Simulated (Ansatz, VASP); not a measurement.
## One calculation of Zn, two programs

```
Zn
1.0
     2.49773    0.00000    0.00000
    -1.24887    2.16310    0.00000
     0.00000    0.00000    9.25482
Zn
4
Direct
  0.00000 0.00000 0.00000
  0.00000 0.00000 0.50000
  0.33333 0.66667 0.25000
  0.66667 0.33333 0.75000
```

Alike in both runs: task single point; functional PBEsol; k mesh 16 × 16 × 4; occupations fermi-dirac, width 0.1 eV; no spin polarisation.

|  | VASP | Ansatz |
| --- | --- | --- |
| version | VASP 6.6.1 | Ansatz 0.2.0 |
| potentials or method | VASP PAW PBE potentials, release 64 (Zn), cutoff 520 eV | plane waves (420 eV) with PAW, scalar-relativistic |
| valence electrons in the cell | 48 | 48 |

VASP gave:

- pressure (GPa): 17.0
- traceless stress, the component that is largest in VASP (GPa): -4.60

Which values does Ansatz return?

Pressure (GPa): 16.2; traceless stress, the component that is largest in VASP (GPa): -4.40.

VASP's potentials were made for PBE, not for PBEsol, and Ansatz warns of the same on its side.
